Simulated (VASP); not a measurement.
The system is Ga3Se.

```
Ga Se
1.0
     4.43246    0.00000    0.00000
     0.00000    4.43246    0.00000
     0.00000    0.00000    4.43246
Ga Se
3 1
Direct
  0.00000 0.50000 0.50000
  0.50000 0.00000 0.50000
  0.50000 0.50000 0.00000
  0.00000 0.00000 0.00000
```

Base run:

```yaml
Program: VASP 6.6.1
Functional: BLYP
Potentials_or_basis: VASP PAW PBE potentials, release 64 (Ga_d, Se)
Cutoff: 520 eV
k_mesh: 5 × 5 × 5
Occupations: methfessel-paxton, width 0.1 eV
Spin: no spin polarisation
```

Its results: pressure 4.8 GPa.

After a change of settings the same cell gave: pressure 1.3 GPa. Which change was it?
A. functional from BLYP to RPBE
B. functional from BLYP to PBEsol; further incar settings from ALGO = Normal; EDIFF = 1e-06; NBANDS = 30 to ALGO = Normal; EDIFF = 1e-07; NBANDS = 30
C. functional from BLYP to PBE

A.

Caveats: the PAW data sets were made with another functional, which shifts forces and pressure a little.
